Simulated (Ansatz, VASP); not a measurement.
AlGa3Sb2 in VASP and in Ansatz

```
CELL_PARAMETERS angstrom
5.52018 0.00000 0.00000
-2.76009 4.78062 0.00000
0.00000 0.00000 8.00772
ATOMIC_POSITIONS crystal
Al 0.00000 0.00000 0.50000
Ga 0.50000 0.00000 0.50000
Ga 0.00000 0.50000 0.50000
Ga 0.50000 0.50000 0.50000
Sb 0.00000 0.00000 0.83333
Sb 0.00000 0.00000 0.16667
```

Alike in both runs: functional PBE; k mesh 12 × 12 × 6; occupations gaussian, width 0.1 eV; no spin polarisation.

Ansatz relaxed the structure, and its values are those at the end. VASP's run is a single point on that final structure, the one shown.

```csv
,VASP,Ansatz
version,VASP 6.6.1,Ansatz 0.2.0
potentials or method,"VASP PAW PBE potentials, release 64 (Al, Ga_d, Sb), cutoff 520 eV","scalar-relativistic, plane waves, PAW"
valence electrons in the cell,52,72
```

```csv
,VASP,Ansatz,Ansatz less VASP
gap on the k mesh at the Fermi level (eV),none,none,-
pressure (GPa),0.1,0.0,-0.06
```

A gap of «none» marks a metal or a gap that the smearing closes. VASP's potentials hold 52 valence electrons a cell and Ansatz's 72, so a difference there can come from the potentials and not from the codes.

Neither program's run includes spin-orbit coupling.
